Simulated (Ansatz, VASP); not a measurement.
## InSb: VASP beside Ansatz

```
In Sb
1.0
     0.00000    3.07351    3.07351
     3.07351    0.00000    3.07351
     3.07351    3.07351    0.00000
In Sb
1 1
Direct
  0.00000 0.00000 0.00000
  0.50000 0.50000 0.50000
```

Alike in both runs: task single point; functional r2SCAN; k mesh 14 × 14 × 14; occupations gaussian, width 0.15 eV; no spin polarisation.

|  | VASP | Ansatz |
| --- | --- | --- |
| version | VASP 6.6.1 | Ansatz 0.2.0 |
| potentials or method | VASP PAW PBE potentials, release 64 (In_d, Sb), cutoff 550 eV | scalar-relativistic, plane waves, PAW |
| valence electrons in the cell | 18 | 28 |

|  | VASP | Ansatz | Ansatz less VASP |
| --- | --- | --- | --- |
| gap on the k mesh at the Fermi level (eV) | none | none | - |
| pressure (GPa) | -1.4 | -1.4 | -0.03 |

VASP's potentials were made for PBE, not for r2SCAN. A gap of «none» marks a metal or a gap that the smearing closes. VASP's potentials hold 18 valence electrons a cell and Ansatz's 28, so a difference there can come from the potentials and not from the codes.

Neither program's run includes spin-orbit coupling.
